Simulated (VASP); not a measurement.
Here is a VASP 6.6.1 calculation.

The input INCAR:

```
  PREC = Accurate
  ENCUT = 520
  EDIFF = 1E-7
  ISMEAR = 0
  SIGMA = 0.01
  LREAL = False
  LASPH = True
  NELM = 80
  ALGO = Normal
  ISIF = 2
  LWAVE = False
  LCHARG = False
  GGA = PS
  IBRION = 2
  NSW = 50
  EDIFFG = -0.002
```

File KPOINTS:

```
Automatic mesh
0
Gamma
  8 8 8
```

File POSCAR:

```
MoS2
1.0
    1.5794273355      0.9118827973      6.3121551553
   -1.5794273355      0.9118827973      6.3121551553
    0.0000000000     -1.8237655946      6.3121551553
Mo S
1 2
Direct
    0.0001015293      0.0001015293      0.0001015293
    0.2507582619      0.2507582619      0.2507582619
    0.4161402089      0.4161402089      0.4161402089
```

Potentials or basis: VASP PAW PBE potentials, release 64 (Mo_sv, S).

The run is started by

```console
$ cat potpaw_PBE.64/Mo_sv/POTCAR potpaw_PBE.64/S/POTCAR > POTCAR
$ mpirun -np 1 vasp_std > vasp.out
```

Estimate the energy gained by relaxing.

1.1 meV/atom.

Estimate the band gap on the k mesh.

1.13 eV (least direct gap 2.05 eV).

Stress tensor (GPa, compression positive):
```
-1.40  0.00  0.00
 0.00 -1.40  0.00
 0.00  0.00 -0.18
```

Caveat: the PAW data sets were made with another functional, which shifts forces and pressure a little. A k mesh can miss the band edges.
